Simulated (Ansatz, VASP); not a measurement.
**Bi in VASP and in Ansatz**

```
Bi
1.0
     2.30291    1.32959    4.00603
    -2.30291    1.32959    4.00603
     0.00000   -2.65917    4.00603
Bi
2
Direct
  0.23389 0.23389 0.23389
  0.76611 0.76611 0.76611
```

Change from the starting cell: volume scaled by 1.04.

Alike in both runs: task single point; functional PBEsol; k mesh 10 × 10 × 10; occupations fermi-dirac, width 0.03 eV; no spin polarisation.

|  | VASP | Ansatz |
| --- | --- | --- |
| version | VASP 6.6.1 | Ansatz 0.2.0 |
| potentials or method | VASP PAW PBE potentials, release 64 (Bi_d), cutoff 520 eV | all-electron LAPW, scalar-relativistic |

Ansatz gave:

- pressure (GPa): -2.3
- traceless stress, the component that is largest in VASP (GPa): 0.23
- rms of the force components (eV/Å): 0.033

Question: Estimate VASP's values.

Answer: Pressure (GPa): -2.4; traceless stress, the component that is largest in VASP (GPa): 0.23; rms of the force components (eV/Å): 0.030.

VASP's potentials were made for PBE, not for PBEsol. Atom by atom the forces differ by 0.003 eV/Å (rms over components). Ansatz ran all-electron here, and VASP with PAW potentials.

Neither program's run includes spin-orbit coupling.
